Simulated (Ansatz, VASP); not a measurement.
# InGa2P3: VASP beside Ansatz

```
In Ga P
1.0
    -1.93370    1.93370    8.20401
     1.93370   -1.93370    8.20401
     1.93370    1.93370   -8.20401
In Ga P
1 2 3
Cartesian
  0.0000 0.0000 0.0000
  0.0000 0.0000 10.9387
  0.0000 0.0000 5.4693
  0.0000 0.0000 2.7347
  0.0000 0.0000 13.6733
  0.0000 0.0000 8.2040
```

Alike in both runs: task single point; functional PBE; k mesh 6 × 6 × 6; occupations gaussian, width 0.1 eV; no spin polarisation.

```csv
,VASP,Ansatz
version,VASP 6.6.1,Ansatz 0.2.0
potentials or method,"VASP PAW PBE potentials, release 64 (In_d, Ga_d, P), cutoff 520 eV","scalar-relativistic, plane waves, PAW"
valence electrons in the cell,54,54
```

Ansatz gave:

```
gap on the k mesh at the Fermi level (eV)                     : none
pressure (GPa)                                                : -5.9
traceless stress, the component that is largest in VASP (GPa) : -0.12
rms of the force components (eV/Å)                            : 0.148
```

Question: What did VASP give for the same quantities?

Answer: gap on the k mesh at the Fermi level (eV): none; pressure (GPa): -5.9; traceless stress, the component that is largest in VASP (GPa): -0.12; rms of the force components (eV/Å): 0.147.

Atom by atom the forces differ by 0.001 eV/Å (rms over components). A gap of «none» marks a metal or a gap that the smearing closes. The functional is the same, so the differences come from potentials, cutoffs and numerics.

The k mesh is coarse, so the values compare programs but aren't converged.
